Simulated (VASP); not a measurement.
# ScAl3N4 (Cm) in VASP: single point with PBE

Aim: the single point of ScAl3N4 with PBE.

Program: VASP 6.6.1. These are calculated values, not measurements. Logs are shortened: lines on timing, memory, paths and dates and some standing lists are left out, and cuts for length are marked.

## (1) The cell of the first run

Symmetry: Cm, No. 8, monoclinic system. The conventional cell has a = 11.242 Å, b = 6.470 Å, c = 10.209 Å, α = 90.00°, β = 90.09°, γ = 90.00°. Al (site symmetry m) has 4 N at 1.93 to 1.96 Å within 2.6 Å. Within 2.5 Å of Al (site symmetry 1) lie 4 N at 1.89 to 1.96 Å. Al (site symmetry 1) has 4 N at 1.90 to 1.98 Å within 2.5 Å. Al (site symmetry 1) has 4 N at 1.88 to 1.94 Å within 2.5 Å. Al (site symmetry 1) has 4 N at 1.89 to 1.96 Å within 2.5 Å. Al (site symmetry m) has 4 N at 1.90 to 1.97 Å within 2.5 Å. Within 2.5 Å of Al (site symmetry m) lie 4 N at 1.90 to 1.98 Å. Within 2.6 Å of Al (site symmetry m) lie 4 N at 1.92 to 1.96 Å.

## (2) Single point, PBE

INCAR

```
PREC = Accurate
ENCUT = 520
EDIFF = 1E-7
ISMEAR = 0
SIGMA = 0.01
LREAL = Auto
LASPH = T
NELM = 80
ALGO = Normal
ISIF = 2
LWAVE = F
LCHARG = F
GGA = PE
NBANDS = 102
```

KPOINTS

```
Automatic mesh
0
Gamma
  4 4 3
```

POSCAR

```
ScAl3N4
1.0
    6.4856201461     -0.0088032824     -0.0045788966
   -3.2504339393      5.6123101646      0.0045788966
   -0.0070686285      0.0040810745     10.2091213903
Al Sc N
12 4 16
Direct
    0.3371438390      0.1628561610      0.7509693741
    0.1670977976      0.8309110382     -0.0029991026
    0.3282786311      0.6669539823      0.2459007345
    0.1645016687      0.8310937316      0.5023312689
    0.3372315301      0.6742036439      0.7551719259
    0.6690889618      0.3329022024     -0.0029991026
    0.8330460177      0.1717213689      0.2459007345
    0.6689062684      0.3354983313      0.5023312689
    0.8257963561      0.1627684699      0.7551719259
    0.6660405748      0.8339594252      0.0004890110
    0.8380687533      0.6619312467      0.2458343347
    0.8333681902      0.6666318098      0.7525560283
    0.1662234376      0.3337765624     -0.0103211284
    0.3373540753      0.1626459247      0.2479923762
    0.1623094556      0.3376905444      0.5022463755
    0.6658086493      0.8341913507      0.4930106193
    0.1602748167      0.3397251833      0.1975694173
    0.3405010068      0.1594989932      0.4535196264
    0.1660407067      0.3339592933      0.7134529199
    0.3449506826      0.1550493174      0.9399595079
    0.1570575504      0.8143170475      0.1830560573
    0.3214461912      0.6785550750      0.4326640188
    0.1645700316      0.8300621551      0.6927721986
    0.3454660817      0.6891816941      0.9403720814
    0.6856829525      0.3429424496      0.1830560573
    0.8214449250      0.1785538088      0.4326640188
    0.6699378449      0.3354299684      0.6927721986
    0.8108183059      0.1545339183      0.9403720814
    0.6680197774      0.8319802226      0.1934606432
    0.8434382893      0.6565617107      0.4359737474
    0.6672171702      0.8327828298      0.6996625284
    0.8328694605      0.6671305395      0.9410862532
```

Potentials or basis: VASP PAW PBE potentials, release 64 (Al, Sc_sv, N).

Command:

```sh
> cat potpaw_PBE.64/Al/POTCAR potpaw_PBE.64/Sc_sv/POTCAR potpaw_PBE.64/N/POTCAR > POTCAR
> mpirun -np 1 vasp_std > vasp.out
```

OUTCAR:

```text
PREC = Accurate
   ENCUT = 520
   EDIFF = 1E-7
   ISMEAR = 0
   LREAL = Auto
   LASPH = T
   NELM = 80
   ISIF = 2
   GGA = PE

 ion  position               nearest neighbor table
   1  0.337  0.163  0.751-  20 1.93  23 1.96  27 1.96  19 1.96  13 3.11   6 3.13   2 3.13   4 3.15
                             8 3.15   9 3.17   5 3.17  15 3.21  12 3.24  12 3.24   9 3.32   5 3.32
   2  0.167  0.831  0.997-  24 1.89  21 1.90  20 1.91  32 1.96   5 3.08  12 3.12   1 3.13   3 3.13
                            11 3.14  14 3.17   6 3.22  13 3.22  10 3.23   6 3.25  10 3.26  13 3.27
   3  0.328  0.667  0.246-  17 1.90  21 1.90  22 1.91  29 1.98   2 3.13  10 3.14  16 3.15  11 3.16
                            14 3.19  15 3.20   4 3.20   7 3.20  13 3.22   7 3.27  14 3.30  11 3.32
   4  0.165  0.831  0.502-  22 1.88  18 1.91  30 1.93  23 1.94   1 3.15  12 3.16   5 3.18  14 3.19
                            15 3.19  11 3.19   3 3.20   8 3.21  16 3.24  16 3.25   8 3.26  15 3.29
   5  0.337  0.674  0.755-  24 1.89  31 1.94  23 1.95  19 1.96  13 3.06   2 3.08  10 3.11   9 3.16
                             1 3.17   4 3.18  15 3.20  12 3.24  12 3.24  16 3.25   9 3.31   1 3.32
   6  0.669  0.333  0.997-  28 1.89  25 1.90  20 1.91  32 1.96   9 3.08  12 3.12   1 3.13   7 3.13
                            11 3.14  14 3.17   2 3.22  13 3.22  10 3.23   2 3.25  10 3.26  13 3.27
   7  0.833  0.172  0.246-  17 1.90  25 1.90  26 1.91  29 1.98   6 3.13  10 3.14  16 3.15  11 3.16
                            14 3.19  15 3.20   8 3.20   3 3.20  13 3.22   3 3.27  14 3.30  11 3.32
   8  0.669  0.335  0.502-  26 1.88  18 1.91  30 1.93  27 1.94   1 3.15  12 3.16   9 3.18  14 3.19
                            15 3.19  11 3.19   7 3.20   4 3.21  16 3.24  16 3.25   4 3.26  15 3.29
   9  0.826  0.163  0.755-  28 1.89  31 1.94  27 1.95  19 1.96  13 3.06   6 3.08  10 3.11   5 3.16
[... 17 lines left out ...]
  19  0.166  0.334  0.713-   5 1.96   9 1.96   1 1.96  15 2.16
  20  0.345  0.155  0.940-   6 1.91   2 1.91   1 1.93  13 2.07
  21  0.157  0.814  0.183-  11 1.90   2 1.90   3 1.90  14 2.06
  22  0.321  0.679  0.433-   4 1.88   3 1.91  16 2.03  15 2.04
[... 8 lines left out ...]
  31  0.667  0.833  0.700-   9 1.94   5 1.94  12 1.94  16 2.11
  32  0.833  0.667  0.941-  12 1.92   2 1.96   6 1.96  10 1.97

  LATTYP: Found a base centered monoclinic cell.
 ALAT       =    11.2422306240
 B/A-ratio  =     0.5755416901
 C/A-ratio  =     0.9081048944
 COS(beta)  =    -0.0016140836

  Lattice vectors:

 A1 = (   3.2504339393,  -5.6123101646,  -0.0045788966)
 A2 = (   6.4856201461,  -0.0088032824,  -0.0045788966)
 A3 = (  -0.0070686285,   0.0040810745,  10.2091213903)

Analysis of symmetry for initial positions (statically):
=====================================================================
 Subroutine PRICEL returns:
 Original cell was already a primitive cell.

 Routine SETGRP: Setting up the symmetry group for a
 base centered monoclinic supercell.

 Subroutine GETGRP returns: Found  2 space group operations
 (whereof  1 operations were pure point group operations)
 out of a pool of  4 trial point group operations.

The static configuration has the point symmetry C_1 .
 The point group associated with its full space group is C_1h.

Analysis of symmetry for dynamics (positions and initial velocities):
=====================================================================
 Subroutine PRICEL returns:
 Original cell was already a primitive cell.

 Routine SETGRP: Setting up the symmetry group for a
 base centered monoclinic supercell.

 Subroutine GETGRP returns: Found  2 space group operations
 (whereof  1 operations were pure point group operations)
 out of a pool of  4 trial point group operations.

The dynamic configuration has the point symmetry C_1 .
 The point group associated with its full space group is C_1h.

 Subroutine INISYM returns: Found  2 space group operations
 (whereof  1 operations are pure point group operations),
 and found     1 'primitive' translations

----------------------------------------------------------------------------------------

                                     Primitive cell

  volume of cell :     371.3126

  direct lattice vectors                    reciprocal lattice vectors
     6.485620146 -0.008803282 -0.004578897     0.154308616  0.089369551  0.000071115
    -3.250433939  5.612310165  0.004578897     0.000241993  0.178319957 -0.000071115
    -0.007068629  0.004081075 10.209121390     0.000069100 -0.000039895  0.097951686

  length of vectors
     6.485627737  6.485627737 10.209124653     0.178320136  0.178320136  0.097951718

[... 75 lines left out ...]
 generate k-points for:    4    4    3

 Generating k-lattice:

  Cartesian coordinates                     Fractional coordinates (reciprocal lattice)
     0.038577154  0.022342388  0.000017779     0.250000000 -0.000000000 -0.000000000
     0.000060498  0.044579989 -0.000017779    -0.000000000  0.250000000  0.000000000
     0.000023033 -0.000013298  0.032650562    -0.000000000  0.000000000  0.333333333

  Length of vectors
     0.044580034  0.044580034  0.032650573

  Shift w.r.t. Gamma in fractional coordinates (k-lattice)
     0.000000000  0.000000000  0.000000000

 Subroutine IBZKPT returns following result:
 ===========================================

 Found     17 irreducible k-points:

 Following reciprocal coordinates:
            Coordinates               Weight
  0.000000  0.000000  0.000000      1.000000
  0.250000  0.000000  0.000000      4.000000
  0.500000  0.000000  0.000000      2.000000
  0.250000  0.250000  0.000000      2.000000
  0.500000  0.250000  0.000000      4.000000
 -0.250000  0.250000  0.000000      2.000000
[... 9 lines left out ...]
  0.500000  0.500000  0.333333      2.000000
  0.250000 -0.250000  0.333333      2.000000
   k-points           NKPTS =     17   k-points in BZ     NKDIM =     17   number of bands    NBANDS=    102
   number of dos      NEDOS =    301   number of ions     NIONS =     32
   total plane-waves  NPLWV = 184320
   dimension x,y,z NGX =    48 NGY =   48 NGZ =   80
   dimension x,y,z NGXF=    96 NGYF=   96 NGZF=  160
   ions per type =              12   4  16
   NGX,Y,Z   is equivalent  to a cutoff of  12.30, 12.30, 13.03 a.u.
   NGXF,Y,Z  is equivalent  to a cutoff of  24.61, 24.61, 26.05 a.u.
 SYSTEM =  unknown system
   PREC   = accura    normal or accurate (medium, high low for compatibility)
   ISTART =      0    job   : 0-new  1-cont  2-samecut
   ICHARG =      2    charge: 1-file 2-atom 10-const
   ISPIN  =      1    spin polarized calculation?
   LNONCOLLINEAR =      F non collinear calculations
   LSORBIT =      F    spin-orbit coupling
   LASPH  =      T    aspherical Exc in radial PAW
   ENCUT  =  520.0 eV  38.22 Ry    6.18 a.u.  12.06 12.06 18.98*2*pi/ulx,y,z
   NELM   =     80;   NELMIN=  2; NELMDL= -5     # of ELM steps
   EDIFF  = 0.1E-06   stopping-criterion for ELM
   LREAL  =      T    real-space projection
   EDIFFG = 0.1E-05   stopping-criterion for IOM
   NSW    =      0    number of steps for IOM
   IBRION =     -1    ionic relax: 0-MD 1-quasi-New 2-CG
   NFREE  =      0    steps in history (QN), initial steepest desc. (CG)
   ISIF   =      2    stress and relaxation
   ISYM   =      2    0-nonsym 1-usesym 2-fastsym
   POTIM  = 0.5000    time-step for ionic-motion
   TEBEG  =    0.0;   TEEND  =   0.0 temperature during run
   PSTRESS=    0.0 pullay stress
   NELECT =     160.0000    total number of electrons
   NUPDOWN=      -1.0000    fix difference up-down
   EMIN   =  10.00;   EMAX   =-10.00  energy-range for DOS
   EFERMI =   0.00;   METHOD = LEGACY
   ISMEAR =     0;   SIGMA  =   0.01  broadening in eV -4-tet -1-fermi 0-gaus
   EFERMI_NEDOS =   21; number of points for ismear=-14 and -15
   IALGO  =     38    algorithm
   IMIX   =      4    mixing-type and parameters
     AMIX     =   0.40;   BMIX     =  1.00
     AMIX_MAG =   1.60;   BMIX_MAG =  1.00
  volume/ion in A,a.u.               =      11.60        78.30
  Fermi-wavevector in a.u.,A,eV,Ry     =   1.236521  2.336686 20.803101  1.528985
  Thomas-Fermi vector in A             =   2.371126
   LORBIT       =      0    0 simple, 1 ext, 2 COOP (PROOUT), +10 PAW based schemes
   GGA     = PE    functional components
   LHFCALC =     F    Hartree Fock is set to
   AEXX    =    0.0000 exact exchange contribution
   IVDW    =     0    specifies the selected vdW correction
   LEPSILON=     F    determine dielectric tensor
   LRPA    =     F    only Hartree local field effects (RPA)
 non-spin polarized calculation
 Gauss-broadening in eV      SIGMA  =   0.01
  energy-cutoff  :      520.00
  volume of cell :      371.31
 maximum number of plane-waves:     10014
   NGX = 25   NGY = 25   NGZ = 37

 number of electron     160.0000012 magnetization

 Free energy of the ion-electron system (eV)
  ---------------------------------------------------
  ext. energy  EPLUGINS =         0.00000000
  ---------------------------------------------------
  free energy    TOTEN  =      -248.22738333 eV

  energy without entropy =     -248.22738333  energy(sigma->0) =     -248.22738333

 E-fermi :   5.0126     XC(G=0): -10.7149

 val. band max:        4.8846684845   @ k =   0.0000  -0.0000   0.3333
 cond. band min:       8.4644276997   @ k =   0.0000   0.0000   0.0000
 fundamental gap:      3.5797592152
 Fermi energy:         5.0125865174

 k-point     1 :       0.0000    0.0000    0.0000
  band No.  band energies     occupation
      1     -42.0388      2.00000
      2     -41.9478      2.00000
      3     -41.9327      2.00000
      4     -41.8809      2.00000
      5     -20.9793      2.00000
      6     -20.8682      2.00000
[... 1604 lines left out ...]
     91       9.9090      0.00000
     92      10.1410      0.00000
 [bands above 92 left out]

------------------------ aborting loop because EDIFF is reached ----------------------------------------

  FORCE on cell =-STRESS in cart. coord.  units (eV):
  Direction    XX          YY          ZZ          XY          YZ          ZX
  --------------------------------------------------------------------------------------
  -------------------------------------------------------------------------------------
  Total       -1.2477004     -1.2415051     -2.5681930      0.0053653     -0.0066892      0.0115875
  in kB       -5.3837043     -5.3569719    -11.0814994      0.0231509     -0.0288633      0.0499990
  external PRESSURE =      -7.2740585 kB  Pullay stress =       0.0000000 kB

 VOLUME and BASIS-vectors are now :
 -----------------------------------------------------------------------------
  energy-cutoff  :      520.00
  volume of cell :      371.31
      direct lattice vectors                 reciprocal lattice vectors
     6.485620146 -0.008803282 -0.004578897     0.154308616  0.089369551  0.000071115
    -3.250433939  5.612310165  0.004578897     0.000241993  0.178319957 -0.000071115
    -0.007068629  0.004081075 10.209121390     0.000069100 -0.000039895  0.097951686

 POSITION                                       TOTAL-FORCE (eV/Angst)
 -----------------------------------------------------------------------------------
      1.65193      0.91410      7.66594        -0.000296      0.000171      0.002562
     -1.62414      4.66593     10.18154         0.002087      0.001151      0.000855
     -0.04054      3.74127      2.51198        -0.002790      0.002046     -0.001636
     -1.63807      4.66496      5.13141         0.000137      0.001947     -0.000749
     -0.00964      3.78395      7.71118         0.000809     -0.003651      0.002786
      3.25033      1.86653     10.17696         0.000046     -0.002383      0.000855
[... 24 lines left out ...]
      1.61547      4.67082      7.14370        -0.001161      0.000670      0.052262
      3.22656      3.74065      9.60690         0.001822     -0.001052     -0.000339
 -----------------------------------------------------------------------------------
    total drift:                                0.002840     -0.001642     -0.006506

  FREE ENERGIE OF THE ION-ELECTRON SYSTEM (eV)
  ---------------------------------------------------
  free  energy   TOTEN  =      -248.2273833323 eV

  energy  without entropy=     -248.2273833323  energy(sigma->0) =     -248.22738333
```

It took 46 min on 1 thread of Intel Xeon 8259CL, shared host; peak memory 0.69 GiB.

Results:

```
Free energy            : -248.2274 eV
Pressure               : -0.7 GPa
Largest force          : 0.084 eV/Å
Band gap on the k mesh : 3.58 eV (least direct gap 3.59 eV)
```

Forces on the atoms (eV/Å):
```
Al   0.000  0.000  0.003
Al   0.002  0.001  0.001
Al  -0.003  0.002 -0.002
Al   0.000  0.002 -0.001
Al   0.001 -0.004  0.003
Al   0.000 -0.002  0.001
Al  -0.003  0.001 -0.002
Al  -0.002 -0.001 -0.001
Al   0.004  0.001  0.003
Al   0.000  0.000 -0.001
Al   0.000  0.000  0.000
Al  -0.001  0.001  0.001
Sc   0.005 -0.003  0.005
Sc   0.002 -0.001  0.003
Sc   0.007 -0.004  0.017
Sc   0.016 -0.009  0.013
N   -0.057  0.033  0.034
N    0.055 -0.032  0.042
N   -0.002  0.001  0.038
N    0.055 -0.032 -0.019
N   -0.001 -0.060 -0.021
N   -0.062  0.035 -0.044
N    0.000 -0.003 -0.004
N   -0.002  0.065 -0.017
N    0.052  0.031 -0.021
N   -0.061  0.036 -0.044
N    0.002  0.001 -0.004
N   -0.057 -0.030 -0.017
N   -0.001  0.000 -0.003
N    0.051 -0.030 -0.015
N   -0.001  0.001  0.052
N    0.002 -0.001  0.000
```

Stress tensor (GPa, compression positive):
```
-0.54  0.00  0.00
 0.00 -0.54  0.00
 0.00  0.00 -1.11
```

Levels at points of the mesh, in eV from the valence-band top:
```tsv
k point	band 78	band 79	band 80	band 81	band 82	band 83
(0.00, 0.00, 0.00)	-0.29	-0.13	-0.01	3.58	3.97	4.12
(0.50, 0.00, 0.00)	-0.16	-0.13	-0.07	4.11	4.16	4.31
(0.50, 0.50, 0.00)	-0.17	-0.15	-0.09	4.09	4.14	4.50
```

A k mesh can miss the band edges.
